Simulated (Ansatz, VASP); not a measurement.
**Te in VASP and in Ansatz**

```
Te
1.0
     4.52261    0.00000    0.00000
    -2.26130    3.91669    0.00000
     0.00000    0.00000    5.95547
Te
3
Direct
  0.73219 0.00000 0.33333
  0.00000 0.73219 0.66667
  0.26781 0.26781 0.00000
```

Alike in both runs: functional PBE; k mesh 12 × 12 × 6; occupations gaussian, width 0.01 eV; no spin polarisation.

Ansatz relaxed the structure, and its values are those at the end. VASP's run is a single point on that final structure, the one shown.

|  | VASP | Ansatz |
| --- | --- | --- |
| version | VASP 6.6.1 | Ansatz 0.2.0 |
| potentials or method | VASP PAW PBE potentials, release 64 (Te), cutoff 520 eV | scalar-relativistic, plane waves, PAW |
| valence electrons in the cell | 18 | 48 |

Ansatz gave:

```
gap on the k mesh at the Fermi level (eV) : 0.24
least direct gap on the mesh (eV)         : 0.24
pressure (GPa)                            : 0.0
rms of the force components (eV/Å)        : 0.002
```

**Question.** Estimate VASP's values.

**Answer.** gap on the k mesh at the Fermi level (eV): 0.22; least direct gap on the mesh (eV): 0.22; pressure (GPa): 0.0; rms of the force components (eV/Å): 0.007.

The functional is the same, so the differences come from potentials, cutoffs and numerics. VASP's potentials hold 18 valence electrons a cell and Ansatz's 48, so a difference there can come from the potentials and not from the codes.

Spin-orbit coupling is off throughout.
